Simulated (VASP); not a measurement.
# GaP (I-4m2) in VASP: notebook, part 2 of 2

VASP 6.6.1. The steps go on from the part before.

## 3. Single point, PBE (uniaxial y strain -3.6%)

File INCAR:

```
SYSTEM = GaP
PREC = Accurate ; ENCUT = 520
EDIFF = 1E-6 ; ISMEAR = -1
SIGMA = 0.02 ; LREAL = .FALSE.
LASPH = .TRUE. ; NELM = 60
ALGO = Normal ; ISIF = 2
LWAVE = .FALSE. ; LCHARG = .TRUE.
GGA = PE ; LELF = .TRUE.
LVHAR = .TRUE. ; NBANDS = 16
```

File KPOINTS:

```
regular mesh
0
G
  8 8 8
  0 0 0
```

File POSCAR:

```
GaP
1.0
    0.0000000000      2.6281130643      2.7254102088
    2.7254102088      0.0000000000      2.7254102088
    2.7254102088      2.6281130643      0.0000000000
Ga P
1 1
Direct
    0.0000000000      0.0000000000      0.0000000000
    0.2500000000      0.2500000000      0.2500000000
```

Potentials or basis: VASP PAW PBE potentials, release 64 (Ga_d, P).

Launch:

```console
cat potpaw_PBE.64/Ga_d/POTCAR potpaw_PBE.64/P/POTCAR > POTCAR
mpirun -np 1 vasp_std > vasp.out
```

OUTCAR:

```text
SYSTEM = GaP
   PREC = Accurate
   ENCUT = 520
   EDIFF = 1E-6
   ISMEAR = -1
   LREAL = .FALSE.
   LASPH = .TRUE.
   NELM = 60
   ISIF = 2
   GGA = PE

 ion  position               nearest neighbor table
   1  0.000  0.000  0.000-   2 2.33   2 2.33   2 2.33   2 2.33
   2  0.250  0.250  0.250-   1 2.33   1 2.33   1 2.33   1 2.33

  LATTYP: Found a body centered tetragonal cell.
 ALAT       =     3.8543120803
 C/A-ratio  =     1.3637261382

  Lattice vectors:
[... 190 lines left out ...]
      4      -9.4806      2.00000
      5      -9.4753      2.00000
      6      -7.7379      2.00000
[... 433 lines left out ...]
      3      -9.5598      2.00000
      4      -9.4897      2.00000
      5      -9.4625      2.00000
      6      -6.1714      2.00000
[... 8 lines left out ...]
     15      16.0731      0.00000
     16      16.1062      0.00000

 [... further k-points ...]
[... 5 lines left out ...]
  --------------------------------------------------------------------------------------
  -------------------------------------------------------------------------------------
  Total        1.2118786      1.8177119      1.2118786      0.0000000      0.0000000      0.0000000
  in kB       49.7315388     74.5929598     49.7315388      0.0000000      0.0000000      0.0000000
  external PRESSURE =      58.0186791 kB  Pullay stress =       0.0000000 kB

 VOLUME and BASIS-vectors are now :
 -----------------------------------------------------------------------------
  energy-cutoff  :      520.00
  volume of cell :       39.04
      direct lattice vectors                 reciprocal lattice vectors
     0.000000000  2.628113064  2.725410209    -0.183458622  0.190250567  0.183458622
     2.725410209  0.000000000  2.725410209     0.183458622 -0.190250567  0.183458622
     2.725410209  2.628113064  0.000000000     0.183458622  0.190250567 -0.183458622

 POSITION                                       TOTAL-FORCE (eV/Angst)
 -----------------------------------------------------------------------------------
      0.00000      0.00000      0.00000         0.000000     -0.000000      0.000000
      1.36271      1.31406      1.36271         0.000000      0.000000      0.000000
 -----------------------------------------------------------------------------------
    total drift:                               -0.000001      0.000003     -0.000001

  FREE ENERGIE OF THE ION-ELECTRON SYSTEM (eV)
  ---------------------------------------------------
  free  energy   TOTEN  =        -9.0714120029 eV

  energy  without entropy=       -9.0714120029  energy(sigma->0) =       -9.07141200
```

OSZICAR:

```text
N       E                     dE             d eps       ncg     rms          rms(c)
DAV:   1     0.805042142042E+02    0.80504E+02   -0.90741E+03  1944   0.164E+03
DAV:   2    -0.328440809644E+01   -0.83789E+02   -0.79203E+02  2160   0.309E+02
DAV:   3    -0.925890472262E+01   -0.59745E+01   -0.59553E+01  2352   0.650E+01
DAV:   4    -0.935084986770E+01   -0.91945E-01   -0.91925E-01  2384   0.861E+00
DAV:   5    -0.935248004309E+01   -0.16302E-02   -0.16301E-02  2464   0.101E+00    0.443E+00
DAV:   6    -0.910091749831E+01    0.25156E+00   -0.38086E-01  2920   0.110E+01    0.295E+00
DAV:   7    -0.907067642050E+01    0.30241E-01   -0.10288E-01  2568   0.222E+00    0.115E+00
DAV:   8    -0.907089453688E+01   -0.21812E-03   -0.13738E-02  2280   0.143E+00    0.228E-01
DAV:   9    -0.907128375124E+01   -0.38921E-03   -0.13242E-03  2480   0.485E-01    0.764E-02
DAV:  10    -0.907134651129E+01   -0.62760E-04   -0.11101E-04  2936   0.126E-01    0.355E-02
DAV:  11    -0.907141228599E+01   -0.65775E-04   -0.88122E-05  2256   0.769E-02    0.523E-03
DAV:  12    -0.907141200291E+01    0.28308E-06   -0.23948E-06  2144   0.201E-02
   1 F= -.90714120E+01 E0= -.90714120E+01  d E =-.576027E-11
```

stdout:

```text
POSCAR found type information on POSCAR GaP
 POSCAR found :  2 types and       2 ions
 scaLAPACK will be used
 LDA part: xc-table for (Slater+PW92), standard interpolation
 POSCAR, INCAR and KPOINTS ok, starting setup
 FFT: planning ... GRIDC
 FFT: planning ... GRID_SOFT
 FFT: planning ... GRID
 WAVECAR not read
 entering main loop
```

It took 20 s on 1 thread of Intel Xeon Platinum 8559C (Emerald Rapids), shared host; peak memory 0.17 GiB.

What came out:

```yaml
Free_energy: -9.0714 eV
Pressure: 5.8 GPa
Band_gap_on_the_k_mesh: 1.23 eV, indirect (least direct gap 1.99 eV)
```

Levels at points of the mesh, in eV from the valence-band top:
```csv
k point,band 7,band 8,band 9,band 10,band 11,band 12
"(0.00, 0.00, 0.00)",-0.20,-0.20,0.00,1.99,3.70,3.78
"(0.50, 0.00, 0.00)",-6.97,-1.45,-1.15,1.62,4.44,4.76
"(0.50, 0.50, 0.00)",-7.14,-2.86,-2.83,1.54,1.78,10.63
"(0.50, 0.00, 0.50)",-6.89,-3.11,-3.11,1.28,1.42,10.71
```

Caveat: the cell differs from its parent crystal (uniaxial y strain -3.6%).

## 4. Single point, r2SCAN (uniaxial x strain -5.5%)

File POSCAR:

```
GaP
1.0
    0.0000000000      2.7254102088      2.7254102088
    2.5749675653      0.0000000000      2.7254102088
    2.5749675653      2.7254102088      0.0000000000
Ga P
1 1
Direct
    0.0000000000      0.0000000000      0.0000000000
    0.2500000000      0.2500000000      0.2500000000
```

File INCAR.step1:

```
SYSTEM = GaP
PREC = Accurate
ENCUT = 520
ISMEAR = 0
SIGMA = 0.01
LREAL = .False.
LASPH = .True.
NELM = 80
NBANDS = 16
GGA = PE
ALGO = Normal
EDIFF = 1E-4
LWAVE = .True.
LCHARG = .False.
```

File INCAR.step2:

```
SYSTEM = GaP
PREC = Accurate
ENCUT = 520
EDIFF = 1E-6
ISMEAR = 0
SIGMA = 0.01
LREAL = .False.
LASPH = .True.
NELM = 80
ALGO = Normal
ISIF = 2
LWAVE = .False.
LCHARG = .False.
METAGGA = R2SCAN
LMIXTAU = .True.
NBANDS = 16
ISTART = 1
```

File KPOINTS:

```
regular mesh
0
Gamma
  8 8 8
  0 0 0
```

Launch:

```console
cat potpaw_PBE.64/Ga_d/POTCAR potpaw_PBE.64/P/POTCAR > POTCAR
cp INCAR.step1 INCAR
mpirun -np 1 vasp_std > vasp.out
cp INCAR.step2 INCAR
mpirun -np 1 vasp_std > vasp.out
```

It took 86 s on 1 thread of Intel Xeon Platinum 8559C (Emerald Rapids), shared host; peak memory 0.19 GiB.

Results (log left out):

- Free energy: -21.4061 eV
- Pressure: 5.5 GPa
- Band gap on the k mesh: 1.23 eV, indirect (least direct gap 2.61 eV)

Stress tensor (GPa, compression positive):
```
8.35 0.00 0.00
0.00 4.14 0.00
0.00 0.00 4.14
```

Levels at points of the mesh, in eV from the valence-band top:
```
           k point  band 7  band 8  band 9  band 10  band 11  band 12
(0.00, 0.00, 0.00)   -0.32   -0.32    0.00     2.61     3.89     4.02
(0.50, 0.00, 0.00)   -7.40   -1.72   -1.22     1.93     4.59     5.16
(0.50, 0.50, 0.00)   -7.59   -3.09   -3.04     1.74     2.04    11.27
(0.00, 0.50, 0.50)   -7.17   -3.50   -3.50     1.30     1.44    11.53
```

Caveat: the cell differs from its parent crystal (uniaxial x strain -5.5%); the PAW data sets were made with another functional, which shifts forces and pressure a little.

## 5. Single point, r2SCAN (uniaxial y strain -3.6%)

File POSCAR:

```
GaP
1.0
    0.0000000000      2.6281130643      2.7254102088
    2.7254102088      0.0000000000      2.7254102088
    2.7254102088      2.6281130643      0.0000000000
Ga P
1 1
Direct
    0.0000000000      0.0000000000      0.0000000000
    0.2500000000      0.2500000000      0.2500000000
```

File INCAR.step1:

```
SYSTEM = GaP
  PREC = Accurate
  ENCUT = 520
  ISMEAR = 0
  SIGMA = 0.01
  LREAL = .False.
  LASPH = .True.
  NELM = 60
  NBANDS = 16
  GGA = PE
  ALGO = Normal
  EDIFF = 1E-4
  LWAVE = .True.
  LCHARG = .False.
```

File INCAR.step2:

```
SYSTEM = GaP
  PREC = Accurate
  ENCUT = 520
  EDIFF = 1E-6
  ISMEAR = 0
  SIGMA = 0.01
  LREAL = .False.
  LASPH = .True.
  NELM = 60
  ALGO = Normal
  ISIF = 2
  LWAVE = .False.
  LCHARG = .False.
  METAGGA = R2SCAN
  LMIXTAU = .True.
  NBANDS = 16
  ISTART = 1
```

KPOINTS is that of step 4.

Launch:

```console
cat potpaw_PBE.64/Ga_d/POTCAR potpaw_PBE.64/P/POTCAR > POTCAR
cp INCAR.step1 INCAR
mpirun -np 1 vasp_std > vasp.out
cp INCAR.step2 INCAR
mpirun -np 1 vasp_std > vasp.out
```

Wall time 57 s (1 thread of Intel Xeon 6975P-C (Granite Rapids), shared host); peak memory 0.18 GiB.

It converged, with:

| Quantity | Value |
| --- | --- |
| Free energy | -21.4396 eV |
| Pressure | 3.4 GPa |
| Band gap on the k mesh | 1.47 eV, indirect (least direct gap 2.52 eV) |

Stress tensor (GPa, compression positive):
```
2.47 0.00 0.00
0.00 5.26 0.00
0.00 0.00 2.47
```

Levels at points of the mesh, in eV from the valence-band top:
```
           k point  band 6  band 7  band 8  band 9  band 10  band 11  band 12  band 13
(0.00, 0.00, 0.00)  -13.45   -0.21   -0.21    0.00     2.52     3.99     4.08     4.08
(0.50, 0.00, 0.00)  -11.16   -7.20   -1.52   -1.20     1.99     4.76     5.09     8.79
(0.50, 0.50, 0.00)  -10.23   -7.36   -2.99   -2.96     1.79     2.06    11.36    11.45
(0.50, 0.00, 0.50)  -10.05   -7.10   -3.25   -3.25     1.52     1.68    11.47    11.47
```

Caveat: the cell differs from its parent crystal (uniaxial y strain -3.6%); the PAW data sets were made with another functional, which shifts forces and pressure a little.

## 6. The runs side by side

| level | cell | smearing | gap on the mesh (eV) | pressure (GPa) |
| --- | --- | --- | --- | --- |
| PBE | a = 3.854, b = 3.749, c = 3.749 Å, angles 61.9, 59.1, 59.1°, 2 atoms | fermi-dirac 0.02 eV | 0.99 | 7.9 |
| PBE | a = 3.786, b = 3.854 Å, angles 59.4, 61.2, 59.4°, 2 atoms | fermi-dirac 0.02 eV | 1.23 | 5.8 |
| r2SCAN | a = 3.854, b = 3.749, c = 3.749 Å, angles 61.9, 59.1, 59.1°, 2 atoms | gaussian 0.01 eV | 1.23 | 5.5 |
| r2SCAN | a = 3.786, b = 3.854 Å, angles 59.4, 61.2, 59.4°, 2 atoms | gaussian 0.01 eV | 1.47 | 3.4 |

Alike in all rows: task single point; potentials or basis VASP PAW PBE potentials, release 64 (Ga_d, P); no spin polarisation; k mesh 8 × 8 × 8; cutoff (eV) 520.

Caveats: the PAW data sets were made with another functional, which shifts forces and pressure a little (some runs).

Total energies depend on the potentials used, so only differences within one code and one set of settings carry meaning.
